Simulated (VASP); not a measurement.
# FeO (R-3m) in VASP: a series of runs

The runs below take FeO through single point, with PBE+U.

Everything below comes from runs of VASP 6.6.1. Logs are shortened: lines on timing, memory, paths and dates and some standing lists are left out, and cuts for length are marked.

### 1 The cell of the first run

Symmetry: R-3m, No. 166, trigonal system. Conventional cell: a = 3.035 Å, b = 3.035 Å, c = 7.547 Å, α = 90.00°, β = 90.00°, γ = 120.00°. Within 2.9 Å of Fe (site symmetry -3m) lie 6 O at 2.16 Å. O (site symmetry -3m) has 6 Fe at 2.16 Å within 2.9 Å.

### 2 Single point, PBE+U, collinear spin, ferromagnetic start

File INCAR:

```
SYSTEM = FeO
ALGO = Normal
EDIFF = 1E-6
ENCUT = 520
GGA = PE
ISIF = 2
ISMEAR = 0
ISPIN = 2
LASPH = .True.
LCHARG = .True.
LDAU = .True.
LDAUJ = 0 0
LDAUL = 2 -1
LDAUPRINT = 1
LDAUTYPE = 2
LDAUU = 5 0
LELF = .True.
LMAXMIX = 4
LORBIT = 11
LREAL = .False.
LVHAR = .True.
LWAVE = .False.
MAGMOM = 4 0
NBANDS = 18
NELM = 150
PREC = Accurate
SIGMA = 0.05
```

File KPOINTS:

```
k-points
0
Gamma
  10 10 10
  0 0 0
```

File POSCAR:

```
FeO
1.0
    1.5176821106      0.8762341752      2.5157945753
   -1.5176821106      0.8762341752      2.5157945753
    0.0000000000     -1.7524683502      2.5157945753
Fe O
1 1
Direct
    0.0000000000      0.0000000000      0.0000000000
    0.5000000000      0.5000000000      0.5000000000
```

Potentials or basis: VASP PAW PBE potentials, release 64 (Fe, O).

The run is started by

```bash
$ cat potpaw_PBE.64/Fe/POTCAR potpaw_PBE.64/O/POTCAR > POTCAR
$ mpirun -np 1 vasp_std > vasp.out
```

OUTCAR:

```text
SYSTEM = FeO
   EDIFF = 1E-6
   ENCUT = 520
   GGA = PE
   ISIF = 2
   ISMEAR = 0
   ISPIN = 2
   LASPH = .True.
   LORBIT = 11
   LREAL = .False.
   NELM = 150
   PREC = Accurate

 ion  position               nearest neighbor table
   1  0.000  0.000  0.000-   2 2.16   2 2.16   2 2.16   2 2.16   2 2.16   2 2.16
   2  0.500  0.500  0.500-   1 2.16   1 2.16   1 2.16   1 2.16   1 2.16   1 2.16

  LATTYP: Found a trigonal (rhomboedric) cell.
 ALAT       =     3.0660019021
 COS(alpha) =     0.5099427871

  Lattice vectors:

 A1 = (   1.5176821106,   0.8762341752,   2.5157945753)
 A2 = (  -1.5176821106,   0.8762341752,   2.5157945753)
 A3 = (   0.0000000000,  -1.7524683502,   2.5157945753)

Analysis of symmetry for initial positions (statically):
=====================================================================
 Subroutine PRICEL returns:
 Original cell was already a primitive cell.

 Routine SETGRP: Setting up the symmetry group for a
 trigonal (rhombohedral) supercell.

 Subroutine GETGRP returns: Found 12 space group operations
 (whereof 12 operations were pure point group operations)
 out of a pool of 12 trial point group operations.

The static configuration has the point symmetry D_3d.

Analysis of symmetry for dynamics (positions and initial velocities):
=====================================================================
 Subroutine PRICEL returns:
 Original cell was already a primitive cell.

 Routine SETGRP: Setting up the symmetry group for a
 trigonal (rhombohedral) supercell.

 Subroutine GETGRP returns: Found 12 space group operations
 (whereof 12 operations were pure point group operations)
 out of a pool of 12 trial point group operations.

The dynamic configuration has the point symmetry D_3d.

Analysis of structural, dynamic, and magnetic symmetry:
=====================================================================
 Subroutine PRICEL returns:
[... 174 lines left out ...]
  o =  0.1020  v =  0.0000  0.0000  0.0000  0.0000  0.0000  0.0000 -0.8305  0.0000 -0.0000  0.5570      0.0000  0.0000  0.0000  0.0000  0.0000  0.0000  0.0000  0.0000  0.0000  0.0000
  o =  0.3116  v =  0.0000  0.0000  0.0000  0.0000  0.0000  0.0000 -0.0000  1.0000 -0.0000 -0.0000      0.0000  0.0000  0.0000  0.0000  0.0000  0.0000  0.0000  0.0000  0.0000  0.0000
  o =  0.3120  v =  0.0000  0.0000  0.0000  0.0000  0.0000  0.0000 -0.5570 -0.0000  0.0000 -0.8305      0.0000  0.0000  0.0000  0.0000  0.0000  0.0000  0.0000  0.0000  0.0000  0.0000
  o =  0.3120  v =  0.0000  0.0000  0.0000  0.0000  0.0000 -0.8305  0.0000 -0.0000 -0.5570 -0.0000      0.0000  0.0000  0.0000  0.0000  0.0000  0.0000  0.0000  0.0000  0.0000  0.0000
  o =  0.9718  v =  0.0000  0.5706 -0.0000  0.0000  0.8213  0.0000  0.0000  0.0000  0.0000  0.0000      0.0000  0.0000  0.0000  0.0000  0.0000  0.0000  0.0000  0.0000  0.0000  0.0000
  o =  0.9718  v = -0.8213 -0.0000  0.0000 -0.5706  0.0000  0.0000  0.0000  0.0000  0.0000  0.0000      0.0000  0.0000  0.0000  0.0000  0.0000  0.0000  0.0000  0.0000  0.0000  0.0000
  o =  0.9722  v =  0.0000  0.0000  1.0000  0.0000  0.0000  0.0000  0.0000  0.0000  0.0000  0.0000      0.0000  0.0000  0.0000  0.0000  0.0000  0.0000  0.0000  0.0000  0.0000  0.0000
  o =  1.0215  v =  0.5706 -0.0000  0.0000 -0.8213  0.0000  0.0000  0.0000  0.0000  0.0000  0.0000      0.0000  0.0000  0.0000  0.0000  0.0000  0.0000  0.0000  0.0000  0.0000  0.0000
  o =  1.0215  v =  0.0000  0.8213 -0.0000 -0.0000 -0.5706  0.0000  0.0000  0.0000  0.0000  0.0000      0.0000  0.0000  0.0000  0.0000  0.0000  0.0000  0.0000  0.0000  0.0000  0.0000

 number of electron      13.9999999 magnetization       4.0020075

 Free energy of the ion-electron system (eV)
  ---------------------------------------------------
  ext. energy  EPLUGINS =         0.00000000
  ---------------------------------------------------
  free energy    TOTEN  =       -12.51516594 eV

  energy without entropy =      -12.51357134  energy(sigma->0) =      -12.51436864

 E-fermi :   6.8152     XC(G=0): -12.1371

 val. band max:        6.8083875297   @ k =   0.4000   0.3000   0.3000
 cond. band min:       6.8160253839   @ k =  -0.3000   0.3000   0.1000
 fundamental gap:      0.0076378542
 Fermi energy:         6.8151599654

 spin component 1

 k-point     1 :       0.0000    0.0000    0.0000
  band No.  band energies     occupation
      1     -14.2691      1.00000
      2      -0.3995      1.00000
      3      -0.3995      1.00000
      4      -0.2819      1.00000
      5      -0.2273      1.00000
      6      -0.2273      1.00000
[... 1001 lines left out ...]
     17      35.2980      0.00000
     18      36.3450      0.00000

 [... further k-points ...]

------------------------ aborting loop because EDIFF is reached ----------------------------------------

  FORCE on cell =-STRESS in cart. coord.  units (eV):
  Direction    XX          YY          ZZ          XY          YZ          ZX
  --------------------------------------------------------------------------------------
  -------------------------------------------------------------------------------------
  Total       -0.0962292     -0.0962292     -0.2661920      0.0000000     -0.0000000     -0.0000000
  in kB       -7.6805072     -7.6805072    -21.2460462      0.0000000     -0.0000000     -0.0000000
  external PRESSURE =     -12.2023535 kB  Pullay stress =       0.0000000 kB

 VOLUME and BASIS-vectors are now :
 -----------------------------------------------------------------------------
  energy-cutoff  :      520.00
  volume of cell :       20.07
      direct lattice vectors                 reciprocal lattice vectors
     1.517682111  0.876234175  2.515794575     0.329449755  0.190207905  0.132496245
    -1.517682111  0.876234175  2.515794575    -0.329449755  0.190207905  0.132496245
     0.000000000 -1.752468350  2.515794575     0.000000000 -0.380415810  0.132496245

 POSITION                                       TOTAL-FORCE (eV/Angst)
 -----------------------------------------------------------------------------------
      0.00000      0.00000      0.00000         0.000000      0.000000      0.000000
      0.00000      0.00000      3.77369        -0.000000     -0.000000     -0.000000
 -----------------------------------------------------------------------------------
    total drift:                               -0.000000      0.000000     -0.000000

  FREE ENERGIE OF THE ION-ELECTRON SYSTEM (eV)
  ---------------------------------------------------
  free  energy   TOTEN  =       -12.5151659385 eV

  energy  without entropy=      -12.5135713356  energy(sigma->0) =      -12.51436864

 total charge

# of ion       s       p       d       tot
------------------------------------------
    1        0.294   0.367   6.075   6.735
    2        1.552   3.462   0.000   5.014
--------------------------------------------------
tot          1.846   3.829   6.075  11.750

 magnetization (x)

# of ion       s       p       d       tot
------------------------------------------
    1        0.026   0.020   3.813   3.859
    2        0.020   0.164   0.000   0.184
--------------------------------------------------
tot          0.045   0.184   3.813   4.043
```

OSZICAR:

```text
N       E                     dE             d eps       ncg     rms          rms(c)
DAV:   1     0.747077008898E+02    0.74708E+02   -0.72273E+03  9016   0.953E+02
DAV:   2    -0.102762767303E+02   -0.84984E+02   -0.72089E+02  8642   0.207E+02
DAV:   3    -0.151772591643E+02   -0.49010E+01   -0.48466E+01  9750   0.544E+01
DAV:   4    -0.152109000032E+02   -0.33641E-01   -0.33629E-01  9996   0.434E+00
DAV:   5    -0.152110870310E+02   -0.18703E-03   -0.18702E-03  9998   0.327E-01    0.171E+01
DAV:   6    -0.127561968484E+02    0.24549E+01   -0.14082E+01 10928   0.619E+01    0.249E+01
DAV:   7    -0.125318851613E+02    0.22431E+00   -0.12991E+00  9600   0.229E+01    0.119E+01
DAV:   8    -0.125261399165E+02    0.57452E-02   -0.17676E-01 10714   0.382E+00    0.613E+00
DAV:   9    -0.125146066787E+02    0.11533E-01   -0.18091E-02  9536   0.135E+00    0.970E-01
DAV:  10    -0.125156203056E+02   -0.10136E-02   -0.93593E-03 10310   0.754E-01    0.181E-01
DAV:  11    -0.125187554759E+02   -0.31352E-02   -0.16072E-02 10796   0.430E-01    0.354E-01
DAV:  12    -0.125148339885E+02    0.39215E-02   -0.36636E-02  9260   0.596E-01    0.118E-01
DAV:  13    -0.125150964733E+02   -0.26248E-03   -0.66794E-04 11014   0.116E-01    0.514E-02
DAV:  14    -0.125151578423E+02   -0.61369E-04   -0.21222E-04 10740   0.648E-02    0.188E-02
DAV:  15    -0.125151661043E+02   -0.82619E-05   -0.11276E-05 10778   0.206E-02    0.104E-02
DAV:  16    -0.125151659385E+02    0.16577E-06   -0.46259E-06  7542   0.142E-02
   1 F= -.12515166E+02 E0= -.12514369E+02  d E =-.159460E-02  mag=     4.0020
```

Run time: 30 s. Hardware: 1 thread of Intel Xeon 6975P-C (Granite Rapids), shared host; peak memory 0.19 GiB.

What came out:

| Property | Result |
| --- | --- |
| Free energy | -12.5152 eV |
| Pressure | -1.2 GPa |
| Band gap on the k mesh | zero (filled and empty bands overlap) |
| Net moment | 4.00 μB per cell |
| Site moments | Fe +3.86; O +0.18 μB |
| Valence electrons inside the program's atomic spheres | Fe 6.74; O 5.01 |

Stress tensor (GPa, compression positive):
```
-0.77  0.00  0.00
 0.00 -0.77  0.00
 0.00  0.00 -2.12
```

Eigenvalues of the final occupation matrices:
```csv
site,spin,trace,eigenvalues
site 1 d,1,4.96,0.97 0.97 0.97 1.02 1.02
site 1 d,2,1.14,0.10 0.10 0.31 0.31 0.31
```

Caveat: a cell with one magnetic atom can't hold antiferromagnetic order, which such compounds often take. The state reached can hang on the start; a lower one may exist.

### 3 Single point, PBE+U, collinear spin, antiferromagnetic start

This run uses another cell than the first one: it holds 4 atoms, not 2.

File INCAR:

```
SYSTEM = FeO
PREC     = Accurate       ! precision mode
ENCUT    = 520            ! plane-wave cutoff, eV
EDIFF    = 1E-7           ! SCF threshold, eV
ISMEAR   = 0              ! smearing method
SIGMA    = 0.05           ! smearing width, eV
LREAL    = .FALSE.        ! projectors in reciprocal space
LASPH    = .TRUE.         ! aspherical terms in the spheres
NELM     = 150            ! most SCF steps
ALGO     = Normal         ! electronic algorithm
ISIF     = 2              ! what is computed and relaxed
LWAVE    = .FALSE.        ! write WAVECAR
LCHARG   = .FALSE.        ! write CHGCAR
ISPIN    = 2              ! spin polarisation
MAGMOM   = 4 -4 0 0       ! initial moments
LORBIT   = 11             ! projections on sites
LMAXMIX  = 4              ! l up to which the mixer works
LDAU     = .TRUE.         ! DFT+U
LDAUTYPE = 2            
LDAUL    = 2 -1           ! shell
LDAUU    = 5 0            ! U, eV
LDAUJ    = 0 0          
LDAUPRINT= 1            
GGA      = PE             ! functional
NBANDS   = 26             ! bands
```

File KPOINTS:

```
regular mesh
0
G
  10 10 5
  0 0 0
```

File POSCAR:

```
FeO
1.0
    1.5176821106      0.8762341751      2.5157945753
   -1.5176821106      0.8762341751      2.5157945753
    0.0000000000     -3.5049367004      5.0315891506
Fe O
2 2
Direct
    0.0000000000      0.0000000000      0.0000000000
    0.0000000000      0.0000000000      0.5000000000
    0.5000000000      0.5000000000      0.2500000000
    0.5000000000      0.5000000000      0.7500000000
```

Potentials or basis: VASP PAW PBE potentials, release 64 (Fe, O).

The run is started by

```bash
$ cat potpaw_PBE.64/Fe/POTCAR potpaw_PBE.64/O/POTCAR > POTCAR
$ mpirun -np 1 vasp_std > vasp.out
```

It took 3.6 min on 1 thread of Intel Xeon 6975P-C (Granite Rapids), shared host; peak memory 0.34 GiB.

Results (log left out):

| Item | Value |
| --- | --- |
| Free energy | -26.7773 eV |
| Pressure | 6.7 GPa |
| Band gap on the k mesh | 2.18 eV |
| Net moment | 0.00 μB per cell |
| Site moments | Fe +3.74, -3.74; O +0.00 μB |
| Valence electrons inside the program's atomic spheres | Fe 6.80; O 5.03 |

Stress tensor (GPa, compression positive):
```
 2.63  0.00  0.00
 0.00 10.37  1.79
 0.00  1.79  7.19
```

Levels at points of the mesh, in eV from the valence-band top:
Spin up:
| k point | band 12 | band 13 | band 14 | band 15 | band 16 | band 17 |
| --- | --- | --- | --- | --- | --- | --- |
| (0.00, 0.00, 0.00) | -1.64 | -1.06 | -0.41 | 2.18 | 3.66 | 3.91 |
| (0.50, 0.00, 0.00) | -1.20 | -1.10 | -0.28 | 3.94 | 4.57 | 5.05 |
| (0.50, 0.50, 0.00) | -1.24 | -0.75 | 0.00 | 2.92 | 4.66 | 4.96 |
Spin down:
```tsv
k point	band 12	band 13	band 14	band 15	band 16	band 17
(0.00, 0.00, 0.00)	-1.64	-1.06	-0.41	2.18	3.66	3.91
(0.50, 0.00, 0.00)	-1.20	-1.10	-0.28	3.94	4.57	5.05
(0.50, 0.50, 0.00)	-1.24	-0.75	0.00	2.92	4.66	4.96
```

Eigenvalues of the final occupation matrices:
```tsv
site	spin	trace	eigenvalues
site 1 d	1	4.95	0.97 0.97 0.97 1.02 1.02
site 1 d	2	1.23	0.03 0.03 0.10 0.11 0.96
site 2 d	1	1.23	0.03 0.03 0.10 0.11 0.96
site 2 d	2	4.95	0.97 0.97 0.97 1.02 1.02
```

Caveat: the stress differs along the axes, from 3 to 10 GPa. The state reached can hang on the start; a lower one may exist.
